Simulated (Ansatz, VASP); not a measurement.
**CO2: VASP beside Ansatz**

```
C O
1.0
     5.63000    0.00000    0.00000
     0.00000    5.63000    0.00000
     0.00000    0.00000    5.63000
C O
4 8
Direct
  0.00000 0.00000 0.00000
  0.50000 0.00000 0.50000
  0.50000 0.50000 0.00000
  0.00000 0.50000 0.50000
  0.10800 0.10800 0.10800
  0.39200 0.89200 0.60800
  0.60800 0.39200 0.89200
  0.89200 0.60800 0.39200
  0.89200 0.89200 0.89200
  0.60800 0.10800 0.39200
  0.39200 0.60800 0.10800
  0.10800 0.39200 0.60800
```

Alike in both runs: task single point; functional PBE; dispersion D4; k mesh 4 × 4 × 4; occupations gaussian, width 0.1 eV; no spin polarisation.

```csv
,VASP,Ansatz
version,VASP 6.6.1,Ansatz 0.2.0
potentials or method,"VASP PAW PBE potentials, release 64 (C_h, O_h), cutoff 1340 eV","scalar-relativistic, plane waves, PAW"
valence electrons in the cell,64,64
```

|  | VASP | Ansatz | Ansatz less VASP |
| --- | --- | --- | --- |
| gap on the k mesh at the Fermi level (eV) | 7.64 | 7.64 | -0.003 |
| least direct gap on the mesh (eV) | 7.64 | 7.64 | -0.003 |
| rms of the force components (eV/Å) | 8.547 | 8.415 | -0.1317 |

Atom by atom the forces differ by 0.132 eV/Å (rms over components).
